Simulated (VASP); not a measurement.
# GaB3As4 (P3m1) in VASP: further runs

GaB3As4 is run at these levels: PBE; tasks: single point, relaxation of cell and atoms.

Program: VASP 6.6.1. These are calculated values, not measurements. Logs are shortened: lines on timing, memory, paths and dates and some standing lists are left out, and cuts for length are marked.

**1. The cell of the first run**

Symmetry: P3m1, No. 156, trigonal system. Conventional cell: a = 3.635 Å, b = 3.635 Å, c = 11.989 Å, α = 90.00°, β = 90.00°, γ = 120.00°. Ga (site symmetry 3m) has 4 As at 2.23 to 2.24 Å within 2.9 Å. B (site symmetry 3m) has 4 As at 2.23 to 2.24 Å within 2.9 Å. B (site symmetry 3m) has 4 As at 2.23 to 2.24 Å within 2.9 Å. B (site symmetry 3m) has 4 As at 2.23 to 2.24 Å within 2.9 Å. Within 2.9 Å of As (site symmetry 3m) lie 3 Ga at 2.23 Å and 1 B at 2.24 Å. Within 2.9 Å of As (site symmetry 3m) lie 4 B at 2.23 to 2.24 Å. As (site symmetry 3m) has 3 B at 2.23 Å and 1 Ga at 2.24 Å within 2.9 Å. As (site symmetry 3m) has 4 B at 2.23 to 2.24 Å within 2.9 Å.

**2. Single point, PBE**

INCAR reads:

```
ALGO = Normal ; EDIFF = 1E-6
ENCUT = 520 ; GGA = PE
ISIF = 2 ; ISMEAR = 0
LASPH = True ; LCHARG = True
LELF = True ; LREAL = False
LVHAR = True ; LWAVE = False
NBANDS = 31 ; NELM = 80
PREC = Accurate ; SIGMA = 0.1
```

KPOINTS reads:

```
k-points
0
Gamma
  6 6 2
```

POSCAR reads:

```
GaB3As4
1.0
    3.6349015400      0.0000000000      0.0000000000
   -1.8174507700      3.1479170800      0.0000000000
    0.0000000000      0.0000000000     11.9891407200
Ga B As
1 3 4
Direct
    0.6666666700      0.3333333300      0.2499920400
    0.3333333300      0.6666666700      0.4999920400
    0.3333333300      0.6666666700      0.9999920400
    0.6666666700      0.3333333300      0.7499920400
    0.3333333300      0.6666666700      0.1870079500
    0.3333333300      0.6666666700      0.6870079500
    0.6666666700      0.3333333300      0.4370079500
    0.6666666700      0.3333333300      0.9370079500
```

Potentials or basis: VASP PAW PBE potentials, release 64 (Ga_d, B, As).

Started as:

```bash
$ cat potpaw_PBE.64/Ga_d/POTCAR potpaw_PBE.64/B/POTCAR potpaw_PBE.64/As/POTCAR > POTCAR
$ mpirun -np 1 vasp_std > vasp.out
```

OUTCAR:

```text
EDIFF = 1E-6
   ENCUT = 520
   GGA = PE
   ISIF = 2
   ISMEAR = 0
   LASPH = True
   LREAL = False
   NELM = 80
   PREC = Accurate

 ion  position               nearest neighbor table
   1  0.667  0.333  0.250-   5 2.23   5 2.23   5 2.23   7 2.24
   2  0.333  0.667  0.500-   7 2.23   7 2.23   7 2.23   6 2.24
   3  0.333  0.667  1.000-   8 2.23   8 2.23   8 2.23   5 2.24
   4  0.667  0.333  0.750-   6 2.23   6 2.23   6 2.23   8 2.24
   5  0.333  0.667  0.187-   1 2.23   1 2.23   1 2.23   3 2.24
   6  0.333  0.667  0.687-   4 2.23   4 2.23   4 2.23   2 2.24
   7  0.667  0.333  0.437-   2 2.23   2 2.23   2 2.23   1 2.24
   8  0.667  0.333  0.937-   3 2.23   3 2.23   3 2.23   4 2.24

  LATTYP: Found a hexagonal cell.
 ALAT       =     3.6349015400
 C/A-ratio  =     3.2983398830

  Lattice vectors:

 A1 = (   3.6349015400,   0.0000000000,   0.0000000000)
 A2 = (  -1.8174507700,   3.1479170800,   0.0000000000)
 A3 = (   0.0000000000,   0.0000000000,  11.9891407200)

Analysis of symmetry for initial positions (statically):
=====================================================================
 Subroutine PRICEL returns:
 Original cell was already a primitive cell.

 Routine SETGRP: Setting up the symmetry group for a
 hexagonal supercell.

 Subroutine GETGRP returns: Found  6 space group operations
 (whereof  6 operations were pure point group operations)
 out of a pool of 24 trial point group operations.

The static configuration has the point symmetry C_3v.

Analysis of symmetry for dynamics (positions and initial velocities):
=====================================================================
 Subroutine PRICEL returns:
 Original cell was already a primitive cell.

 Routine SETGRP: Setting up the symmetry group for a
 hexagonal supercell.

 Subroutine GETGRP returns: Found  6 space group operations
 (whereof  6 operations were pure point group operations)
 out of a pool of 24 trial point group operations.

The dynamic configuration has the point symmetry C_3v.

 Subroutine INISYM returns: Found  6 space group operations
 (whereof  6 operations are pure point group operations),
 and found     1 'primitive' translations

----------------------------------------------------------------------------------------

[... 96 lines left out ...]
   NSW    =      0    number of steps for IOM
   IBRION =     -1    ionic relax: 0-MD 1-quasi-New 2-CG
   NFREE  =      0    steps in history (QN), initial steepest desc. (CG)
   ISIF   =      2    stress and relaxation
   ISYM   =      2    0-nonsym 1-usesym 2-fastsym
   POTIM  = 0.5000    time-step for ionic-motion
   TEBEG  =    0.0;   TEEND  =   0.0 temperature during run
   PSTRESS=    0.0 pullay stress
   NELECT =      42.0000    total number of electrons
   NUPDOWN=      -1.0000    fix difference up-down
   EMIN   =  10.00;   EMAX   =-10.00  energy-range for DOS
   EFERMI =   0.00;   METHOD = LEGACY
   ISMEAR =     0;   SIGMA  =   0.10  broadening in eV -4-tet -1-fermi 0-gaus
   EFERMI_NEDOS =   21; number of points for ismear=-14 and -15
   IALGO  =     38    algorithm
   IMIX   =      4    mixing-type and parameters
     AMIX     =   0.40;   BMIX     =  1.00
     AMIX_MAG =   1.60;   BMIX_MAG =  1.00
  volume/ion in A,a.u.               =      17.15       115.72
  Fermi-wavevector in a.u.,A,eV,Ry     =   1.103375  2.085077 16.564237  1.217437
  Thomas-Fermi vector in A             =   2.239832
   LORBIT       =      0    0 simple, 1 ext, 2 COOP (PROOUT), +10 PAW based schemes
   GGA     = PE    functional components
   LHFCALC =     F    Hartree Fock is set to
   AEXX    =    0.0000 exact exchange contribution
   IVDW    =     0    specifies the selected vdW correction
   LEPSILON=     F    determine dielectric tensor
   LRPA    =     F    only Hartree local field effects (RPA)
 non-spin polarized calculation
 Gauss-broadening in eV      SIGMA  =   0.10
  energy-cutoff  :      520.00
  volume of cell :      137.18
 maximum number of plane-waves:      3728
 NGX is ok and might be reduce to    28
   NGX = 13   NGY = 13   NGZ = 45

 number of electron      41.9999996 magnetization

 Free energy of the ion-electron system (eV)
  ---------------------------------------------------
  ext. energy  EPLUGINS =         0.00000000
  ---------------------------------------------------
  free energy    TOTEN  =       -39.80905482 eV

  energy without entropy =      -39.80905482  energy(sigma->0) =      -39.80905482

 E-fermi :   5.3286     XC(G=0):  -9.9287

 val. band max:        4.8773225475   @ k =   0.0000   0.0000   0.0000
 cond. band min:       5.8342656846   @ k =   0.0000   0.0000   0.0000
 fundamental gap:      0.9569431371
 Fermi energy:         5.3286093927

 k-point     1 :       0.0000    0.0000    0.0000
  band No.  band energies     occupation
      1     -10.8077      2.00000
      2     -10.6514      2.00000
      3     -10.6514      2.00000
      4     -10.5069      2.00000
      5     -10.5069      2.00000
      6      -9.5206      2.00000
[... 465 lines left out ...]
     30      10.9562      0.00000
     31      11.2833      0.00000

------------------------ aborting loop because EDIFF is reached ----------------------------------------

  FORCE on cell =-STRESS in cart. coord.  units (eV):
  Direction    XX          YY          ZZ          XY          YZ          ZX
  --------------------------------------------------------------------------------------
  -------------------------------------------------------------------------------------
  Total       -2.3624842     -2.3624843     -2.1869934      0.0000000      0.0000000      0.0000000
  in kB      -27.5915127    -27.5915128    -25.5419501      0.0000000      0.0000000      0.0000000
  external PRESSURE =     -26.9083252 kB  Pullay stress =       0.0000000 kB

 VOLUME and BASIS-vectors are now :
 -----------------------------------------------------------------------------
  energy-cutoff  :      520.00
  volume of cell :      137.18
      direct lattice vectors                 reciprocal lattice vectors
     3.634901540  0.000000000  0.000000000     0.275110616  0.158835188  0.000000000
    -1.817450770  3.147917080  0.000000000     0.000000000  0.317670375  0.000000000
     0.000000000  0.000000000 11.989140720     0.000000000  0.000000000  0.083408813

 POSITION                                       TOTAL-FORCE (eV/Angst)
 -----------------------------------------------------------------------------------
      1.81745      1.04931      2.99719         0.000000     -0.000000     -0.194416
     -0.00000      2.09861      5.99447        -0.000000     -0.000000      0.229804
     -0.00000      2.09861     11.98905         0.000000     -0.000000     -0.171196
      1.81745      1.04931      8.99176         0.000000     -0.000000     -0.099140
     -0.00000      2.09861      2.24206        -0.000000      0.000000     -3.660357
     -0.00000      2.09861      8.23663         0.000000     -0.000000      0.112949
      1.81745      1.04931      5.23935        -0.000000     -0.000000      3.768979
      1.81745      1.04931     11.23392         0.000000     -0.000000      0.013377
 -----------------------------------------------------------------------------------
    total drift:                               -0.000008      0.000004     -0.000268

  FREE ENERGIE OF THE ION-ELECTRON SYSTEM (eV)
  ---------------------------------------------------
  free  energy   TOTEN  =       -39.8090548186 eV

  energy  without entropy=      -39.8090548186  energy(sigma->0) =      -39.80905482
```

stdout:

```text
POSCAR found type information on POSCAR GaB As
 POSCAR found :  3 types and       8 ions
 scaLAPACK will be used
 LDA part: xc-table for (Slater+PW92), standard interpolation
 POSCAR, INCAR and KPOINTS ok, starting setup
 FFT: planning ... GRIDC
 FFT: planning ... GRID_SOFT
 FFT: planning ... GRID
 WAVECAR not read
 entering main loop
```

Wall time 49 s (1 thread of AMD EPYC 9R45 (Zen 5), shared host); peak memory 0.24 GiB.

What came out:

| Quantity | Value |
| --- | --- |
| Free energy | -39.8091 eV |
| Pressure | -2.7 GPa |
| Largest force | 3.769 eV/Å |
| Band gap on the k mesh | 0.96 eV |

Forces on the atoms (eV/Å):
```
Ga   0.000  0.000 -0.194
B    0.000  0.000  0.230
B    0.000  0.000 -0.171
B    0.000  0.000 -0.099
As   0.000  0.000 -3.660
As   0.000  0.000  0.113
As   0.000  0.000  3.769
As   0.000  0.000  0.013
```

Levels at points of the mesh, in eV from the valence-band top:
| k point | band 18 | band 19 | band 20 | band 21 | band 22 | band 23 | band 24 | band 25 |
| --- | --- | --- | --- | --- | --- | --- | --- | --- |
| (0.00, 0.00, 0.00) | -0.98 | -0.38 | 0.00 | 0.00 | 0.96 | 1.50 | 1.72 | 2.45 |
| (0.50, 0.00, 0.00) | -2.90 | -2.84 | -2.77 | -1.74 | 1.02 | 1.16 | 1.41 | 2.51 |
| (0.00, 0.00, 0.50) | -0.60 | -0.60 | -0.22 | -0.22 | 1.07 | 1.26 | 2.23 | 2.71 |
| (0.50, 0.00, 0.50) | -2.70 | -2.66 | -2.20 | -2.04 | 1.08 | 1.25 | 1.39 | 1.83 |

Caveat: forces of over 1 eV/Å act on the atoms, so gaps and moduli don't describe the material at rest. A k mesh can miss the band edges.

**3. Single point, PBE**

This run uses another cell than the first one, of 16.04 Å³/atom.

INCAR reads:

```
SYSTEM = GaB3As4
  PREC = Accurate
  ENCUT = 520
  EDIFF = 1E-6
  ISMEAR = 0
  SIGMA = 0.1
  LREAL = .FALSE.
  LASPH = .TRUE.
  NELM = 60
  ALGO = Normal
  ISIF = 2
  LWAVE = .FALSE.
  LCHARG = .FALSE.
  GGA = PE
  NBANDS = 31
```

KPOINTS reads:

```
Automatic mesh
0
G
  12 12 4
  0 0 0
```

POSCAR reads:

```
GaB3As4
1.0
    3.5277119200      0.0000000000      0.0000000000
   -1.7638559600      3.0550881399      0.0000000000
    0.0000000000      0.0000000000     11.9031647041
Ga B As
1 3 4
Direct
    0.6666666667      0.3333333333      0.2542214672
    0.3333333333      0.6666666667      0.5167187116
    0.3333333333      0.6666666667      0.9844430430
    0.6666666667      0.3333333333      0.7509423646
    0.3333333333      0.6666666667      0.1595484585
    0.3333333333      0.6666666667      0.6939465044
    0.6666666667      0.3333333333      0.4603480307
    0.6666666667      0.3333333333      0.9278313800
```

Potentials or basis: VASP PAW PBE potentials, release 64 (Ga_d, B, As).

Started as:

```bash
$ cat potpaw_PBE.64/Ga_d/POTCAR potpaw_PBE.64/B/POTCAR potpaw_PBE.64/As/POTCAR > POTCAR
$ mpirun -np 1 vasp_std > vasp.out
```

OUTCAR:

```text
SYSTEM = GaB3As4
   PREC = Accurate
   ENCUT = 520
   EDIFF = 1E-6
   ISMEAR = 0
   LREAL = .FALSE.
   LASPH = .TRUE.
   NELM = 60
   ISIF = 2
   GGA = PE

 ion  position               nearest neighbor table
   1  0.667  0.333  0.254-   5 2.33   5 2.33   5 2.33   7 2.45
   2  0.333  0.667  0.517-   6 2.11   7 2.14   7 2.14   7 2.14
   3  0.333  0.667  0.984-   5 2.08   8 2.15   8 2.15   8 2.15
   4  0.667  0.333  0.751-   8 2.11   6 2.15   6 2.15   6 2.15
   5  0.333  0.667  0.160-   3 2.08   1 2.33   1 2.33   1 2.33
   6  0.333  0.667  0.694-   2 2.11   4 2.15   4 2.15   4 2.15
   7  0.667  0.333  0.460-   2 2.14   2 2.14   2 2.14   1 2.45
   8  0.667  0.333  0.928-   4 2.11   3 2.15   3 2.15   3 2.15

  LATTYP: Found a hexagonal cell.
 ALAT       =     3.5277119200
 C/A-ratio  =     3.3741884185

  Lattice vectors:

 A1 = (   3.5277119200,   0.0000000000,   0.0000000000)
 A2 = (  -1.7638559600,   3.0550881399,   0.0000000000)
 A3 = (   0.0000000000,   0.0000000000,  11.9031647041)

Analysis of symmetry for initial positions (statically):
=====================================================================
 Subroutine PRICEL returns:
 Original cell was already a primitive cell.

 Routine SETGRP: Setting up the symmetry group for a
 hexagonal supercell.

 Subroutine GETGRP returns: Found  6 space group operations
 (whereof  6 operations were pure point group operations)
 out of a pool of 24 trial point group operations.

The static configuration has the point symmetry C_3v.

Analysis of symmetry for dynamics (positions and initial velocities):
=====================================================================
 Subroutine PRICEL returns:
 Original cell was already a primitive cell.

 Routine SETGRP: Setting up the symmetry group for a
 hexagonal supercell.

 Subroutine GETGRP returns: Found  6 space group operations
[... 138 lines left out ...]
  Thomas-Fermi vector in A             =   2.265007
   LORBIT       =      0    0 simple, 1 ext, 2 COOP (PROOUT), +10 PAW based schemes
   GGA     = PE    functional components
   LHFCALC =     F    Hartree Fock is set to
   AEXX    =    0.0000 exact exchange contribution
   IVDW    =     0    specifies the selected vdW correction
   LEPSILON=     F    determine dielectric tensor
   LRPA    =     F    only Hartree local field effects (RPA)
 non-spin polarized calculation
 Gauss-broadening in eV      SIGMA  =   0.10
  energy-cutoff  :      520.00
  volume of cell :      128.29
 maximum number of plane-waves:      3525
 NGX is ok and might be reduce to    28
   NGX = 13   NGY = 13   NGZ = 45

 number of electron      42.0000002 magnetization

 Free energy of the ion-electron system (eV)
  ---------------------------------------------------
  ext. energy  EPLUGINS =         0.00000000
  ---------------------------------------------------
  free energy    TOTEN  =       -41.08611581 eV

  energy without entropy =      -41.08095351  energy(sigma->0) =      -41.08353466

 E-fermi :   6.3269     XC(G=0): -10.2435

 val. band max:        6.3136781515   @ k =   0.3333  -0.0000   0.5000
 cond. band min:       6.3322984896   @ k =   0.0000   0.4167   0.2500
 fundamental gap:      0.0186203381
 Fermi energy:         6.3269150398

 k-point     1 :       0.0000    0.0000    0.0000
  band No.  band energies     occupation
      1      -9.5075      2.00000
      2      -9.4261      2.00000
      3      -9.4261      2.00000
      4      -9.3247      2.00000
      5      -9.3247      2.00000
      6      -9.2651      2.00000
[... 805 lines left out ...]
     30      10.2634      0.00000
     31      10.6719      0.00000

 [... further k-points ...]

------------------------ aborting loop because EDIFF is reached ----------------------------------------

  FORCE on cell =-STRESS in cart. coord.  units (eV):
  Direction    XX          YY          ZZ          XY          YZ          ZX
  --------------------------------------------------------------------------------------
  -------------------------------------------------------------------------------------
  Total        0.2857758      0.2857758      0.3236279      0.0000000      0.0000000      0.0000000
  in kB        3.5690833      3.5690833      4.0418222      0.0000000      0.0000000      0.0000000
  external PRESSURE =       3.7266629 kB  Pullay stress =       0.0000000 kB

 VOLUME and BASIS-vectors are now :
 -----------------------------------------------------------------------------
  energy-cutoff  :      520.00
  volume of cell :      128.29
      direct lattice vectors                 reciprocal lattice vectors
     3.527711920  0.000000000  0.000000000     0.283469859  0.163661399  0.000000000
    -1.763855960  3.055088140  0.000000000     0.000000000  0.327322799  0.000000000
     0.000000000  0.000000000 11.903164704     0.000000000  0.000000000  0.084011271

 POSITION                                       TOTAL-FORCE (eV/Angst)
 -----------------------------------------------------------------------------------
      1.76386      1.01836      3.02604        -0.000000      0.000000      0.016030
     -0.00000      2.03673      6.15059         0.000000     -0.000000     -0.009243
     -0.00000      2.03673     11.71799         0.000000     -0.000000     -0.018641
      1.76386      1.01836      8.93859         0.000000     -0.000000     -0.007956
     -0.00000      2.03673      1.89913         0.000000     -0.000000      0.012736
     -0.00000      2.03673      8.26016         0.000000     -0.000000      0.009044
      1.76386      1.01836      5.47960         0.000000     -0.000000     -0.007900
      1.76386      1.01836     11.04413         0.000000     -0.000000      0.005929
 -----------------------------------------------------------------------------------
    total drift:                                0.000000     -0.000001      0.000097

  FREE ENERGIE OF THE ION-ELECTRON SYSTEM (eV)
  ---------------------------------------------------
  free  energy   TOTEN  =       -41.0861158135 eV

  energy  without entropy=      -41.0809535097  energy(sigma->0) =      -41.08353466
```

stdout:

```text
POSCAR found type information on POSCAR GaB As
 POSCAR found :  3 types and       8 ions
 scaLAPACK will be used
 LDA part: xc-table for (Slater+PW92), standard interpolation
 POSCAR, INCAR and KPOINTS ok, starting setup
 FFT: planning ... GRIDC
 FFT: planning ... GRID_SOFT
 FFT: planning ... GRID
 WAVECAR not read
 entering main loop
```

Run time: 3.5 min. Hardware: 1 thread of AMD EPYC 9R45 (Zen 5), shared host; peak memory 0.38 GiB.

What came out:

* Free energy: -41.0861 eV
* Pressure: 0.4 GPa
* Largest force: 0.019 eV/Å
* Band gap on the k mesh: zero (bands 21 and 22 overlap by 0.18 eV)

Forces on the atoms (eV/Å):
```
Ga   0.000  0.000  0.016
B    0.000  0.000 -0.009
B    0.000  0.000 -0.019
B    0.000  0.000 -0.008
As   0.000  0.000  0.013
As   0.000  0.000  0.009
As   0.000  0.000 -0.008
As   0.000  0.000  0.006
```

Caveat: semilocal functionals underestimate gaps, and a narrow one can read as zero.

(Continued in part 2 of 2.)
